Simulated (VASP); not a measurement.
TaN, 2 atoms in the cell. The structure is tetragonal, space group I4mm (No. 107). Conventional cell: a = 3.151 Å, b = 3.151 Å, c = 4.456 Å, α = 90.00°, β = 90.00°, γ = 90.00°. Ta (site symmetry 4mm) has 6 N at 1.96 to 2.50 Å within 2.6 Å. N (site symmetry 4mm) has 6 Ta at 1.96 to 2.50 Å within 2.6 Å.  This cell differs from its parent crystal: atoms displaced along a vibrational mode, the cell strained.

- Program: VASP 6.6.1
- Task: single point
- Functional: LDA
- Potentials or basis: VASP PAW LDA potentials, release 64 (Ta_sv_GW, N)
- Cutoff: 700 eV
- k mesh: 18 × 18 × 18
- Occupations: gaussian, width 0.15 eV
- Spin: no spin polarisation
- Dipole correction: no
- Further INCAR settings: ALGO = Normal; EDIFF = 1e-06; NBANDS = 16

Potentials or basis: VASP PAW LDA potentials, release 64 (Ta_sv_GW, N).

Run with:

```console
$ cat potpaw_LDA.64/Ta_sv_GW/POTCAR potpaw_LDA.64/N/POTCAR > POTCAR
$ mpirun -np 1 vasp_std > vasp.out
```

Hardware: 1 thread of Intel(R) Xeon(R) 6975P-C (Granite Rapids), on a shared host.

Problem. Estimate the wall time of this run.

Solution. Run time: 91 s on 1 thread of Intel(R) Xeon(R) 6975P-C (Granite Rapids) (shared host), peak memory 0.38 GiB. Counts: scf iterations 13, k points 480.
